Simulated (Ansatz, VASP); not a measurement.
## Cl in VASP and in Ansatz

```
Cl
1.0
     3.29573   -2.03439    0.00000
     3.29573    2.03439    0.00000
     0.00000    0.00000    8.09220
Cl
4
Direct
  0.12448 0.87552 0.10890
  0.62448 0.37552 0.39110
  0.87552 0.12448 0.89110
  0.37552 0.62448 0.60890
```

Alike in both runs: functional PBE; dispersion D3(BJ); k mesh 8 × 8 × 4; occupations gaussian, width 0.02 eV; no spin polarisation.

Ansatz relaxed the structure, and its values are those at the end. VASP's run is a single point on that final structure, the one shown.

```csv
,VASP,Ansatz
version,VASP 6.6.1,Ansatz 0.2.0
potentials or method,"VASP PAW PBE potentials, release 64 (Cl), cutoff 520 eV","scalar-relativistic, plane waves, PAW"
valence electrons in the cell,28,28
```

Ansatz gave:

```
gap on the k mesh at the Fermi level (eV) : 2.19
least direct gap on the mesh (eV)         : 2.19
pressure (GPa)                            : 0.0
rms of the force components (eV/Å)        : 0.001
```

Question: Estimate VASP's values.

Answer: gap on the k mesh at the Fermi level (eV): 2.24; least direct gap on the mesh (eV): 2.24; pressure (GPa): -0.4; rms of the force components (eV/Å): 0.101.
